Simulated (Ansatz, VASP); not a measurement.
## AgI: VASP beside Ansatz

```
CELL_PARAMETERS angstrom
0.00000 3.17401 3.17401
3.17401 0.00000 3.17401
3.17401 3.17401 0.00000
ATOMIC_POSITIONS crystal
Ag 0.00000 0.00000 0.00000
I 0.25000 0.25000 0.25000
```

Alike in both runs: task single point; functional LDA; k mesh 8 × 8 × 8; occupations fermi-dirac, width 0.02 eV; no spin polarisation.

|  | VASP | Ansatz |
| --- | --- | --- |
| version | VASP 6.6.1 | Ansatz 0.2.0 |
| potentials or method | VASP PAW LDA potentials, release 64 (Ag, I) | PAW with Ansatz's default frozen-core files, scalar-relativistic |
| plane-wave cutoff (eV) | 500 | 420 |
| valence electrons in the cell | 18 | 36 |

|  | VASP | Ansatz | Ansatz less VASP |
| --- | --- | --- | --- |
| gap on the k mesh at the Fermi level (eV) | 1.09 | 1.06 | -0.035 |
| pressure (GPa) | 0.0 | 0.0 | -0.02 |

LDA's correlation is that of Perdew and Zunger in VASP and of Perdew and Wang (1992) in Ansatz. VASP's potentials hold 18 valence electrons a cell and Ansatz's 36, so a difference there can come from the potentials and not from the codes.

Neither program's run includes spin-orbit coupling.
